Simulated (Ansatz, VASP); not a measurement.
# Two plane-wave programs on CuI

Contents of INCAR:

```
PREC = Accurate
ENCUT = 520
EDIFF = 1E-6
ISMEAR = 0
SIGMA = 0.01
LREAL = False
LASPH = True
NELM = 100
ALGO = Normal
ISIF = 2
LWAVE = False
LCHARG = False
GGA = PE
NBANDS = 26
```

Contents of KPOINTS:

```
regular mesh
0
Gamma
  6 6 2
```

Contents of POSCAR:

```
CuI
1.0
    4.1473371297      0.0000000000      0.0000000000
   -2.0736685648      3.5916993124      0.0000000000
    0.0000000000      0.0000000000      6.3363560909
Cu I
2 2
Direct
    0.0000000000      0.0000000000      0.0000000000
    0.0000000000      0.0000000000      0.5000000000
    0.3333333333      0.6666666667      0.2500000000
    0.6666666667      0.3333333333      0.7500000000
```

Input for Ansatz:

```yaml
crystal:
  lattice:
    - [4.1473371297, 0.0, 0.0]
    - [-2.0736685648, 3.5916993124, 0.0]
    - [0.0, 0.0, 6.3363560909]
  atoms:
    - { symbol: Cu, position: [0.0, 0.0, 0.0] }
    - { symbol: Cu, position: [0.0, 0.0, 0.5] }
    - { symbol: I, position: [0.3333333333, 0.6666666667, 0.25] }
    - { symbol: I, position: [0.6666666667, 0.3333333333, 0.75] }
kpoints:
  mp_grid: { grid: [6, 6, 2] }
hamiltonian:
  xc: pbe
scf:
  occupations: { method: fixed }
output:
  optics:
    e_range: [0.5, 15]
    de: 0.05
    sigma: 0.4
    scissors: 0
    scheme: fermi_dirac
    bands: { spectra_wanted_up_to: 15 }
```

Alike in both runs: task single point; functional PBE; k mesh 6 × 6 × 2; no spin polarisation.

|  | VASP | Ansatz |
| --- | --- | --- |
| version | VASP 6.6.1 | Ansatz 0.2.0 |
| potentials or method | VASP PAW PBE potentials, release 64 (Cu, I) | plane waves, PAW |
| plane-wave cutoff (eV) | 520 | 420 |
| occupations | gaussian, width 0.01 eV | fixed |
| valence electrons in the cell | 36 | 72 |

VASP gave:

* gap on the k mesh at the Fermi level (eV): 0.49

Problem. Which values does Ansatz return?

Solution. gap on the k mesh at the Fermi level (eV): 0.48.

VASP's potentials hold 36 valence electrons a cell and Ansatz's 72, so a difference there can come from the potentials and not from the codes.

The k mesh is coarse, so the values compare programs but aren't converged. Neither program's run includes spin-orbit coupling.
